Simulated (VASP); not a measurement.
# H4C in VASP: further runs, part 3 of 3

VASP 6.6.1. The steps go on from the part before.

### Step 5. Single point, PBE+D3(BJ)

File INCAR:

```
PREC = Accurate
ENCUT = 520
EDIFF = 1E-6
ISMEAR = -1
SIGMA = 0.02
LREAL = F
LASPH = T
NELM = 120
ALGO = Normal
ISIF = 2
LWAVE = F
LCHARG = F
GGA = PE
IVDW = 12
NELECT = 36.0
NBANDS = 45
GGA_COMPAT = F
```

File KPOINTS:

```
Automatic mesh
0
Gamma
  1 1 1
```

File POSCAR:

```
H4C
1.0
    7.2304270000      0.0000000000      0.0000000000
    0.0000000000      7.2304270000      0.0000000000
    0.0000000000      0.0000000000      7.2304270000
C H
6 24
Direct
    0.8737243319      0.4543023531      0.8325787675
    0.7816274198      0.2963448770      0.3733389466
    0.0192519750     -0.0783909443      0.7232629553
    0.3880821976      0.6392568516      0.7777687265
    0.4582578595      1.0574202602      0.2848932712
    0.4581748768      0.0318100162      0.8616088649
    0.9249107971      0.4136270237      0.7046471806
    0.7212852021      0.4791003353      0.8260784598
    0.9364177247      0.4209294970      0.9842157317
    0.8392588709      0.6951456671      0.9231128397
    0.7815167763      0.7178137612      0.4102800568
    0.8986467881      0.3310869469      0.4791694875
    0.7332900256      0.2072906621      0.2809792561
    0.6924763918      0.5800072389      0.2899828738
   -0.0689309221      0.0155592471      0.8199654045
    0.1555371488     -0.1615118996      0.8268253037
   -0.0312153072     -0.1463260745      0.5638809437
   -0.0335664823      0.0808804238      0.4471658451
    0.4595717514      0.6301564209      0.9425584409
    0.4569716284      0.6513169969      0.5819296703
    0.2437753676      0.5850138588      0.7771463566
    0.3069804868      0.7477843286      0.5699386772
    0.2683244019      0.5824413966      0.2380633951
    0.3506293612      1.1373048922      0.2456148164
    0.5948473029      1.0160810696      0.3250430438
    0.3613617840      0.8438644080      0.2536088118
    0.5254738067     -0.1120680701      0.9075259317
    0.4134887193      0.1720230354      0.9411892271
    0.4016775219      0.1977338268      0.6919646654
    0.3990912293      0.0051449244      0.7181456918
```

Potentials or basis: VASP PAW PBE potentials, release 64 (C, H).

On the command line:

```
$ cat potpaw_PBE.64/C/POTCAR potpaw_PBE.64/H/POTCAR > POTCAR
$ mpirun -np 1 vasp_gam > vasp.out
```

OUTCAR:

```text
PREC = Accurate
   ENCUT = 520
   EDIFF = 1E-6
   ISMEAR = -1
   LREAL = F
   LASPH = T
   NELM = 120
   ISIF = 2
   GGA = PE
   IVDW = 12
   NELECT = 36.0
 IVDW          = 12

 ion  position               nearest neighbor table
   1  0.874  0.454  0.833-   7 1.04   8 1.12   9 1.21
   2  0.782  0.296  0.373-  13 0.99  12 1.17
   3  0.019  0.922  0.723-  15 1.16  17 1.30  16 1.38
   4  0.388  0.639  0.778-  21 1.11  19 1.30
   5  0.458  0.057  0.285-  24 1.01  25 1.07
   6  0.458  0.032  0.862-  30 1.14  27 1.20  28 1.21
   7  0.925  0.414  0.705-   1 1.04
   8  0.721  0.479  0.826-   1 1.12
   9  0.936  0.421  0.984-   1 1.21
  10  0.839  0.695  0.923-
  11  0.782  0.718  0.410-
  12  0.899  0.331  0.479-   2 1.17
  13  0.733  0.207  0.281-   2 0.99
  14  0.692  0.580  0.290-
  15  0.931  0.016  0.820-   3 1.16
  16  0.156  0.838  0.827-   3 1.38
  17  0.969  0.854  0.564-   3 1.30
  18  0.966  0.081  0.447-
  19  0.460  0.630  0.943-   4 1.30
  20  0.457  0.651  0.582-
  21  0.244  0.585  0.777-   4 1.11
  22  0.307  0.748  0.570-
  23  0.268  0.582  0.238-
  24  0.351  0.137  0.246-   5 1.01
  25  0.595  0.016  0.325-   5 1.07
  26  0.361  0.844  0.254-
  27  0.525  0.888  0.908-   6 1.20
  28  0.413  0.172  0.941-   6 1.21
  29  0.402  0.198  0.692-
  30  0.399  0.005  0.718-   6 1.14

  LATTYP: Found a simple cubic cell.
 ALAT       =     7.2304270000

  Lattice vectors:

 A1 = (   7.2304270000,   0.0000000000,   0.0000000000)
 A2 = (   0.0000000000,   7.2304270000,   0.0000000000)
 A3 = (   0.0000000000,   0.0000000000,   7.2304270000)

Analysis of symmetry for initial positions (statically):
=====================================================================
 Subroutine PRICEL returns:
 Original cell was already a primitive cell.

 Routine SETGRP: Setting up the symmetry group for a
 simple cubic supercell.
[... 171 lines left out ...]
     AMIX_MAG =   1.60;   BMIX_MAG =  1.00
  volume/ion in A,a.u.               =      12.60        85.03
  Fermi-wavevector in a.u.,A,eV,Ry     =   0.747616  1.412789  7.604693  0.558929
  Thomas-Fermi vector in A             =   1.843712
   LORBIT       =      0    0 simple, 1 ext, 2 COOP (PROOUT), +10 PAW based schemes
   GGA     = PE    functional components
   LHFCALC =     F    Hartree Fock is set to
   AEXX    =    0.0000 exact exchange contribution
   IVDW    =    12    specifies the selected vdW correction
   LEPSILON=     F    determine dielectric tensor
   LRPA    =     F    only Hartree local field effects (RPA)
 non-spin polarized calculation
  energy-cutoff  :      520.00
  volume of cell :      378.00
 maximum number of plane-waves:      5066
 NGX is ok and might be reduce to    54
   NGX = 27   NGY = 27   NGZ = 27

 number of electron      36.0000002 magnetization

 Free energy of the ion-electron system (eV)
  ---------------------------------------------------
  ext. energy  EPLUGINS =         0.00000000
  ---------------------------------------------------
  free energy    TOTEN  =       -53.99941211 eV

  energy without entropy =      -53.99646789  energy(sigma->0) =      -53.99794000

 E-fermi :  -6.4402     XC(G=0):  -5.0557

 val. band max:       -6.5423021360   @ k =   0.0000   0.0000   0.0000
 cond. band min:      -6.3380664631   @ k =   0.0000   0.0000   0.0000
 fundamental gap:      0.2042356729
 Fermi energy:        -6.4401842995

 k-point     1 :       0.0000    0.0000    0.0000
  band No.  band energies     occupation
      1     -17.2967      2.00000
      2     -16.7979      2.00000
      3     -16.0880      2.00000
      4     -15.7486      2.00000
      5     -15.6580      2.00000
      6     -15.1875      2.00000
[... 22 lines left out ...]
     29      -2.8207      0.00000
     30      -1.8055      0.00000
 [bands above 30 left out]

------------------------ aborting loop because EDIFF is reached ----------------------------------------

 Edisp (eV)   -1.17613

 E8    (eV) :    -0.2485

  FORCE on cell =-STRESS in cart. coord.  units (eV):
  Direction    XX          YY          ZZ          XY          YZ          ZX
  --------------------------------------------------------------------------------------
  -------------------------------------------------------------------------------------
  Total     -46.13388   -55.69459   -55.31221     2.61975     4.93281    -2.47923
  in kB    -195.54139  -236.06508  -234.44434    11.10400    20.90801   -10.50836
  external pressure =     -222.02 kB  Pullay stress =        0.00 kB

 VOLUME and BASIS-vectors are now :
 -----------------------------------------------------------------------------
  energy-cutoff  :      520.00
  volume of cell :      378.00
      direct lattice vectors                 reciprocal lattice vectors
     7.230427000  0.000000000  0.000000000     0.138304418  0.000000000  0.000000000
     0.000000000  7.230427000  0.000000000     0.000000000  0.138304418  0.000000000
     0.000000000  0.000000000  7.230427000     0.000000000  0.000000000  0.138304418

 POSITION                                       TOTAL-FORCE (eV/Angst)
 -----------------------------------------------------------------------------------
      6.31740      3.28480      6.01990        -0.494219     -1.546462      4.374756
      5.65150      2.14270      2.69940         4.154617      4.854437      3.420916
      0.13920      6.66363      5.22950        -0.055622     -1.372957      0.595815
      2.80600      4.62210      5.62360        -0.819879     -1.180879      0.023633
      3.31340      0.41517      2.05990         0.325126     -5.635866      0.020848
      3.31280      0.23000      6.22980        -0.643266      1.895293      1.277482
[... 22 lines left out ...]
      2.90430      1.42970      5.00320        -0.233165     -1.066146      0.932401
      2.88560      0.03720      5.19250         0.403497      0.304974     -1.581635
 -----------------------------------------------------------------------------------
    total drift:                               -0.000124      0.000446      0.000036

  FREE ENERGIE OF THE ION-ELECTRON SYSTEM (eV)
  ---------------------------------------------------
  free  energy   TOTEN  =       -55.1755410316 eV

  energy  without entropy=      -55.1725968186  energy(sigma->0) =      -55.17406893
```

stdout:

```text
POSCAR found type information on POSCAR C H
 POSCAR found :  2 types and      30 ions
 scaLAPACK will be used
 -----------------------------------------------------------------------------
|                                                                             |
|                                                                             |
|     You have a (more or less) 'large supercell' and for larger cells it     |
|     might be more efficient to use real-space projection operators.         |
|     Therefore, try LREAL= Auto in the INCAR file.                           |
|     Mind: For very accurate calculation, you might also keep the            |
|     reciprocal projection scheme (i.e. LREAL=.FALSE.).                      |
|                                                                             |
 -----------------------------------------------------------------------------

 LDA part: xc-table for (Slater+PW92), standard interpolation
 POSCAR, INCAR and KPOINTS ok, starting setup
 FFT: planning ... GRIDC
 FFT: planning ... GRID_SOFT
 FFT: planning ... GRID
 WAVECAR not read
 entering main loop
 the old and the new charge density differ
 old charge density:    48.00000 new   36.00000
    0.188E+01
```

Run time: 55 s. Hardware: 1 thread of AMD EPYC 7R13, shared host; peak memory 0.33 GiB.

What came out:

```yaml
Free_energy: -55.1755 eV
Largest_force: 7.248 eV/Å
Dispersion_energy_per_atom: -0.039 eV
```

Forces on the atoms (eV/Å):
```
C   -0.494 -1.546  4.375
C    4.155  4.854  3.421
C   -0.056 -1.373  0.596
C   -0.820 -1.181  0.024
C    0.325 -5.636  0.021
C   -0.643  1.895  1.277
H    1.562 -0.888 -1.829
H   -0.696  1.572 -0.547
H    0.778  0.968 -1.607
H   -0.416 -0.839  1.152
H   -0.316 -1.344 -0.869
H   -0.889  0.080 -0.640
H   -2.204 -2.959 -4.060
H    0.714 -0.547  0.826
H    0.683 -0.039 -0.563
H   -2.065  1.370 -1.696
H    1.294  1.243  1.796
H    0.182  0.118 -0.305
H   -0.226  0.310 -2.937
H   -0.756  0.828  1.949
H   -0.075 -0.168  0.113
H    1.391 -1.300  0.632
H   -0.535 -0.254 -0.061
H   -3.470  3.114 -1.007
H    0.966 -0.325  0.454
H    0.828  2.256  0.374
H   -0.407  1.805 -0.081
H    1.018 -1.253 -0.156
H   -0.233 -1.066  0.932
H    0.403  0.305 -1.582
```

Levels at points of the mesh, in eV from the Fermi level:
| k point | band 14 | band 15 | band 16 | band 17 | band 18 | band 19 | band 20 | band 21 | band 22 | band 23 |
| --- | --- | --- | --- | --- | --- | --- | --- | --- | --- | --- |
| (0.00, 0.00, 0.00) | -2.47 | -1.84 | -1.61 | -0.81 | -0.10 | 0.10 | 0.64 | 1.11 | 1.54 | 1.77 |

Caveat: the k points lie up to 0.87 Å⁻¹ apart; the cell carries a net charge on a neutralising background, which shifts energy and pressure; the cell is charged against a uniform background, so pressure and absolute levels hang on convention.
